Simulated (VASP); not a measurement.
# SnO (F-43m) in VASP: a series of runs

SnO is run at these levels: r2SCAN, HSE06; tasks: single point.

Everything below comes from runs of VASP 6.6.1. Logs are shortened: lines on timing, memory, paths and dates and some standing lists are left out, and cuts for length are marked.

**1. The cell of the first run**

Symmetry: F-43m, No. 216, cubic system. The conventional cell has a = 5.416 Å, b = 5.416 Å, c = 5.416 Å, α = 90.00°, β = 90.00°, γ = 90.00°. Within 3.1 Å of Sn (site symmetry -43m) lie 4 O at 2.35 Å. Within 3.1 Å of O (site symmetry -43m) lie 4 Sn at 2.35 Å.

**2. Single point, r2SCAN**

File POSCAR:

```
SnO
1.0
    0.0000000000      2.7082147278      2.7082147278
    2.7082147278      0.0000000000      2.7082147278
    2.7082147278      2.7082147278      0.0000000000
Sn O
1 1
Direct
    0.0000000000      0.0000000000      0.0000000000
    0.2500000000      0.2500000000      0.2500000000
```

File INCAR.step1:

```
SYSTEM = SnO
PREC = Accurate
ENCUT = 660
ISMEAR = 1
SIGMA = 0.05
LREAL = .False.
LASPH = .True.
NELM = 120
NBANDS = 17
GGA = PE
ALGO = Normal
EDIFF = 1E-5
LWAVE = .True.
LCHARG = .False.
GGA_COMPAT = .False.
```

File INCAR.step2:

```
SYSTEM = SnO
PREC = Accurate
ENCUT = 660
EDIFF = 1E-6
ISMEAR = 1
SIGMA = 0.05
LREAL = .False.
LASPH = .True.
NELM = 120
ALGO = Normal
ISIF = 2
LWAVE = .False.
LCHARG = .False.
METAGGA = R2SCAN
LMIXTAU = .True.
NBANDS = 17
ISTART = 1
GGA_COMPAT = .False.
```

File KPOINTS:

```
Automatic mesh
0
Gamma
  6 6 6
  0 0 0
```

Potentials or basis: VASP PAW PBE potentials, release 64 (Sn_d, O).

Run with:

```bash
$ cat potpaw_PBE.64/Sn_d/POTCAR potpaw_PBE.64/O/POTCAR > POTCAR
$ cp INCAR.step1 INCAR
$ mpirun -np 1 vasp_std > vasp.out
$ cp INCAR.step2 INCAR
$ mpirun -np 1 vasp_std > vasp.out
```

OUTCAR:

```text
SYSTEM = SnO
   PREC = Accurate
   ENCUT = 660
   EDIFF = 1E-6
   ISMEAR = 1
   LREAL = .False.
   LASPH = .True.
   NELM = 120
   ISIF = 2
   METAGGA = R2SCAN
   ISTART = 1

 ion  position               nearest neighbor table
   1  0.000  0.000  0.000-   2 2.35   2 2.35   2 2.35   2 2.35
   2  0.250  0.250  0.250-   1 2.35   1 2.35   1 2.35   1 2.35

  LATTYP: Found a face centered cubic cell.
 ALAT       =     5.4164294556

  Lattice vectors:

 A1 = (   0.0000000000,   2.7082147278,   2.7082147278)
 A2 = (   2.7082147278,   0.0000000000,   2.7082147278)
 A3 = (   2.7082147278,   2.7082147278,   0.0000000000)

Analysis of symmetry for initial positions (statically):
=====================================================================
 Subroutine PRICEL returns:
 Original cell was already a primitive cell.

 Routine SETGRP: Setting up the symmetry group for a
 face centered cubic supercell.

 Subroutine GETGRP returns: Found 24 space group operations
 (whereof 24 operations were pure point group operations)
 out of a pool of 48 trial point group operations.

The static configuration has the point symmetry T_d .

Analysis of symmetry for dynamics (positions and initial velocities):
=====================================================================
 Subroutine PRICEL returns:
 Original cell was already a primitive cell.

 Routine SETGRP: Setting up the symmetry group for a
 face centered cubic supercell.

 Subroutine GETGRP returns: Found 24 space group operations
 (whereof 24 operations were pure point group operations)
 out of a pool of 48 trial point group operations.

The dynamic configuration has the point symmetry T_d .

 Subroutine INISYM returns: Found 24 space group operations
 (whereof 24 operations are pure point group operations),
 and found     1 'primitive' translations

----------------------------------------------------------------------------------------

                                     Primitive cell

  volume of cell :      39.7264

  direct lattice vectors                    reciprocal lattice vectors
     0.000000000  2.708214728  2.708214728    -0.184623470  0.184623470  0.184623470
     2.708214728  0.000000000  2.708214728     0.184623470 -0.184623470  0.184623470
     2.708214728  2.708214728  0.000000000     0.184623470  0.184623470 -0.184623470

  length of vectors
     3.829993998  3.829993998  3.829993998     0.319777230  0.319777230  0.319777230

  position of ions in fractional coordinates (direct lattice)
     0.000000000  0.000000000  0.000000000
     0.250000000  0.250000000  0.250000000

  ion indices of the primitive-cell ions
   primitive index   ion index
                 1           1
                 2           2

----------------------------------------------------------------------------------------

 KPOINTS: Automatic mesh

Automatic generation of k-mesh.
 Grid dimensions read from file:
 generate k-points for:    6    6    6

 Generating k-lattice:

  Cartesian coordinates                     Fractional coordinates (reciprocal lattice)
    -0.030770578  0.030770578  0.030770578     0.166666667  0.000000000  0.000000000
     0.030770578 -0.030770578  0.030770578     0.000000000  0.166666667  0.000000000
     0.030770578  0.030770578 -0.030770578     0.000000000  0.000000000  0.166666667

  Length of vectors
     0.053296205  0.053296205  0.053296205

  Shift w.r.t. Gamma in fractional coordinates (k-lattice)
     0.000000000  0.000000000  0.000000000

 Subroutine IBZKPT returns following result:
 ===========================================

 Found     16 irreducible k-points:

 Following reciprocal coordinates:
            Coordinates               Weight
  0.000000  0.000000  0.000000      1.000000
  0.166667  0.000000  0.000000      8.000000
  0.333333  0.000000  0.000000      8.000000
  0.500000  0.000000  0.000000      4.000000
  0.166667  0.166667  0.000000      6.000000
  0.333333  0.166667  0.000000     24.000000
[... 8 lines left out ...]
 -0.333333  0.333333  0.166667     24.000000
 -0.333333  0.500000  0.166667     12.000000
   k-points           NKPTS =     16   k-points in BZ     NKDIM =     16   number of bands    NBANDS=     17
   number of dos      NEDOS =    301   number of ions     NIONS =      2
   total plane-waves  NPLWV =  32768
   dimension x,y,z NGX =    32 NGY =   32 NGZ =   32
   dimension x,y,z NGXF=    64 NGYF=   64 NGZF=   64
   ions per type =               1   1
   NGX,Y,Z   is equivalent  to a cutoff of  13.89, 13.89, 13.89 a.u.
   NGXF,Y,Z  is equivalent  to a cutoff of  27.78, 27.78, 27.78 a.u.
 SYSTEM =  SnO
   PREC   = accura    normal or accurate (medium, high low for compatibility)
   ISTART =      1    job   : 0-new  1-cont  2-samecut
   ICHARG =      0    charge: 1-file 2-atom 10-const
   ISPIN  =      1    spin polarized calculation?
   LNONCOLLINEAR =      F non collinear calculations
   LSORBIT =      F    spin-orbit coupling
   LASPH  =      T    aspherical Exc in radial PAW
   ENCUT  =  660.0 eV  48.51 Ry    6.96 a.u.   8.02  8.02  8.02*2*pi/ulx,y,z
   NELM   =    120;   NELMIN=  2; NELMDL=  0     # of ELM steps
   EDIFF  = 0.1E-05   stopping-criterion for ELM
   LREAL  =      F    real-space projection
   EDIFFG = 0.1E-04   stopping-criterion for IOM
   NSW    =      0    number of steps for IOM
   IBRION =     -1    ionic relax: 0-MD 1-quasi-New 2-CG
   NFREE  =      0    steps in history (QN), initial steepest desc. (CG)
   ISIF   =      2    stress and relaxation
   ISYM   =      2    0-nonsym 1-usesym 2-fastsym
   POTIM  = 0.5000    time-step for ionic-motion
   TEBEG  =    0.0;   TEEND  =   0.0 temperature during run
   PSTRESS=    0.0 pullay stress
   NELECT =      20.0000    total number of electrons
   NUPDOWN=      -1.0000    fix difference up-down
   EMIN   =  10.00;   EMAX   =-10.00  energy-range for DOS
   EFERMI =   0.00;   METHOD = LEGACY
   ISMEAR =     1;   SIGMA  =   0.05  broadening in eV -4-tet -1-fermi 0-gaus
   EFERMI_NEDOS =   21; number of points for ismear=-14 and -15
   IALGO  =     38    algorithm
   IMIX   =      4    mixing-type and parameters
     AMIX     =   0.40;   BMIX     =  1.00
     AMIX_MAG =   1.60;   BMIX_MAG =  1.00
  volume/ion in A,a.u.               =      19.86       134.04
  Fermi-wavevector in a.u.,A,eV,Ry     =   1.302342  2.461070 23.076772  1.696095
  Thomas-Fermi vector in A             =   2.433416
   LORBIT       =      0    0 simple, 1 ext, 2 COOP (PROOUT), +10 PAW based schemes
   METAGGA = R2SCAN    functional components
   LHFCALC =     F    Hartree Fock is set to
   AEXX    =    0.0000 exact exchange contribution
   IVDW    =     0    specifies the selected vdW correction
   LEPSILON=     F    determine dielectric tensor
   LRPA    =     F    only Hartree local field effects (RPA)
 non-spin polarized calculation
 Methfessel and Paxton  Order N= 1 SIGMA  =   0.05
  energy-cutoff  :      660.00
  volume of cell :       39.73
 maximum number of plane-waves:      1544
   NGX = 17   NGY = 17   NGZ = 17

 number of electron      20.0000001 magnetization

 Free energy of the ion-electron system (eV)
  ---------------------------------------------------
  ext. energy  EPLUGINS =         0.00000000
  ---------------------------------------------------
  free energy    TOTEN  =       -32.20901064 eV

  energy without entropy =      -32.20843769  energy(sigma->0) =      -32.20881966

 E-fermi :   6.0973     XC(G=0): -10.2853

 val. band max:        6.0817232986   @ k =  -0.3333   0.5000   0.1667
 cond. band min:       6.6828019688   @ k =   0.5000   0.3333   0.0000
 fundamental gap:      0.6010786702
 Fermi energy:         6.0972999281

 k-point     1 :       0.0000    0.0000    0.0000
  band No.  band energies     occupation
      1     -16.4488      2.00000
      2     -16.4488      2.00000
      3     -16.4488      2.00000
      4     -16.3947      2.00000
      5     -16.3947      2.00000
      6     -14.1253      2.00000
[... 9 lines left out ...]
     16      17.9856      0.00000
     17      17.9856      0.00000

 k-point     2 :       0.1667    0.0000    0.0000
  band No.  band energies     occupation
      1     -16.4950      2.00000
      2     -16.4411      2.00000
      3     -16.4411      2.00000
      4     -16.3939      2.00000
      5     -16.3939      2.00000
      6     -13.9688      2.00000
[... 9 lines left out ...]
     16      17.2041      0.00000
     17      17.9825      0.00000

 k-point     3 :       0.3333    0.0000    0.0000
  band No.  band energies     occupation
      1     -16.5791      2.00000
      2     -16.4333      2.00000
      3     -16.4333      2.00000
      4     -16.3843      2.00000
      5     -16.3843      2.00000
      6     -13.6460      2.00000
[... 9 lines left out ...]
     16      17.1900      0.00000
     17      19.5838      0.00000

 k-point     4 :       0.5000    0.0000    0.0000
  band No.  band energies     occupation
      1     -16.6179      2.00000
      2     -16.4331      2.00000
      3     -16.4331      2.00000
      4     -16.3757      2.00000
      5     -16.3757      2.00000
      6     -13.4774      2.00000
[... 9 lines left out ...]
     16      17.6116      0.00000
     17      19.1450      0.00000
[... 183 lines left out ...]
      1     -16.6307      2.00000
      2     -16.4225      2.00000
      3     -16.4086      2.00000
      4     -16.3960      2.00000
      5     -16.3797      2.00000
      6     -13.4423      2.00000
[... 9 lines left out ...]
     16      18.7866      0.00000
     17      21.4004      0.00000

 k-point    15 :      -0.3333    0.3333    0.1667
  band No.  band energies     occupation
      1     -16.6481      2.00000
      2     -16.4252      2.00000
      3     -16.4054      2.00000
      4     -16.3911      2.00000
      5     -16.3805      2.00000
      6     -13.3312      2.00000
[... 9 lines left out ...]
     16      19.4835      0.00000
     17      21.2637      0.00000

 k-point    16 :      -0.3333    0.5000    0.1667
  band No.  band energies     occupation
      1     -16.6688      2.00000
      2     -16.4162      2.00000
      3     -16.4079      2.00000
      4     -16.3817      2.00000
      5     -16.3780      2.00000
      6     -13.2863      2.00000
[... 9 lines left out ...]
     16      19.2631      0.00000
     17      21.4335      0.00000

------------------------ aborting loop because EDIFF is reached ----------------------------------------

  FORCE on cell =-STRESS in cart. coord.  units (eV):
  Direction    XX          YY          ZZ          XY          YZ          ZX
  --------------------------------------------------------------------------------------
  -------------------------------------------------------------------------------------
  Total        0.0433418      0.0433418      0.0433418     -0.0000000      0.0000000     -0.0000000
  in kB        1.7479872      1.7479872      1.7479872     -0.0000000      0.0000000     -0.0000000
  external PRESSURE =       1.7479872 kB  Pullay stress =       0.0000000 kB

 VOLUME and BASIS-vectors are now :
 -----------------------------------------------------------------------------
  energy-cutoff  :      660.00
  volume of cell :       39.73
      direct lattice vectors                 reciprocal lattice vectors
     0.000000000  2.708214728  2.708214728    -0.184623470  0.184623470  0.184623470
     2.708214728  0.000000000  2.708214728     0.184623470 -0.184623470  0.184623470
     2.708214728  2.708214728  0.000000000     0.184623470  0.184623470 -0.184623470

 POSITION                                       TOTAL-FORCE (eV/Angst)
 -----------------------------------------------------------------------------------
      0.00000      0.00000      0.00000        -0.000000     -0.000000     -0.000000
      1.35411      1.35411      1.35411         0.000000      0.000000      0.000000
 -----------------------------------------------------------------------------------
    total drift:                               -0.000000     -0.000000     -0.000000

  FREE ENERGIE OF THE ION-ELECTRON SYSTEM (eV)
  ---------------------------------------------------
  free  energy   TOTEN  =       -32.2090106424 eV

  energy  without entropy=      -32.2084376931  energy(sigma->0) =      -32.20881966
```

Wall time 35 s (1 thread of Intel Xeon Platinum 8488C (Sapphire Rapids), shared host); peak memory 0.18 GiB.

What came out:

```
Free energy            : -32.2090 eV
Pressure               : 0.2 GPa
Band gap on the k mesh : zero (bands 10 and 11 overlap by 0.14 eV)
```

Caveat: semilocal functionals underestimate gaps, so a narrow gap can read as zero; the PAW data sets were made with another functional, which shifts forces and pressure a little; spin-orbit coupling is left out, which moves the levels of the heavy elements.

**3. Single point, r2SCAN, collinear spin, zero start**

POSCAR is that of step 2.

File INCAR.step1:

```
SYSTEM = SnO
PREC = Accurate
ENCUT = 660
ISMEAR = -1
SIGMA = 0.02
LREAL = .FALSE.
LASPH = .TRUE.
NELM = 200
ISPIN = 2
MAGMOM = 0 0
NBANDS = 21
GGA = PE
ALGO = Normal
EDIFF = 1E-5
LWAVE = .TRUE.
LCHARG = .FALSE.
GGA_COMPAT = .FALSE.
```

File INCAR.step2:

```
SYSTEM = SnO
PREC = Accurate
ENCUT = 660
EDIFF = 1E-6
ISMEAR = -1
SIGMA = 0.02
LREAL = .FALSE.
LASPH = .TRUE.
NELM = 200
ALGO = Normal
ISIF = 2
LWAVE = .FALSE.
LCHARG = .FALSE.
ISPIN = 2
MAGMOM = 0 0
LORBIT = 11
METAGGA = R2SCAN
LMIXTAU = .TRUE.
NBANDS = 21
ISTART = 1
GGA_COMPAT = .FALSE.
```

File KPOINTS:

```
regular mesh
0
G
  6 6 6
  0 0 0
```

Potentials or basis: VASP PAW PBE potentials, release 64 (Sn_d, O).

Run with:

```bash
$ cat potpaw_PBE.64/Sn_d/POTCAR potpaw_PBE.64/O/POTCAR > POTCAR
$ cp INCAR.step1 INCAR
$ mpirun -np 1 vasp_std > vasp.out
$ cp INCAR.step2 INCAR
$ mpirun -np 1 vasp_std > vasp.out
```

Run time: 73 s. Hardware: 1 thread of Intel Xeon Platinum 8488C (Sapphire Rapids), shared host; peak memory 0.23 GiB.

The run converged. Its results:

```
Free energy                                           : -32.2097 eV
Pressure                                              : 0.2 GPa
Band gap on the k mesh                                : zero (filled and empty bands overlap)
Net moment                                            : 0.00 μB per cell
Valence electrons inside the program's atomic spheres : Sn 12.02; O 4.94
```

Levels at points of the mesh, in eV from the Fermi level:
Spin up:
| k point | band 7 | band 8 | band 9 | band 10 | band 11 | band 12 | band 13 | band 14 |
| --- | --- | --- | --- | --- | --- | --- | --- | --- |
| (0.00, 0.00, 0.00) | -6.49 | -3.98 | -3.98 | -3.98 | 4.66 | 4.66 | 4.66 | 9.48 |
| (0.50, 0.00, 0.00) | -8.33 | -4.42 | -4.42 | -2.46 | 1.73 | 4.80 | 4.80 | 8.88 |
| (0.50, 0.50, 0.00) | -8.15 | -5.18 | -5.18 | -0.60 | -0.17 | 5.47 | 5.47 | 5.60 |
Spin down:
```tsv
k point	band 6	band 7	band 8	band 9	band 10	band 11	band 12	band 13	band 14	band 15
(0.00, 0.00, 0.00)	-20.23	-6.49	-3.98	-3.98	-3.98	4.66	4.66	4.66	9.48	11.88
(0.50, 0.00, 0.00)	-19.58	-8.33	-4.42	-4.42	-2.46	1.73	4.80	4.80	8.88	11.51
(0.50, 0.50, 0.00)	-19.40	-8.15	-5.18	-5.18	-0.60	-0.17	5.47	5.47	5.60	10.74
```

Caveat: semilocal functionals underestimate gaps, so a narrow gap can read as zero; the PAW data sets were made with another functional, which shifts forces and pressure a little; spin-orbit coupling is left out, which moves the levels of the heavy elements.

(Continued in part 2 of 2.)
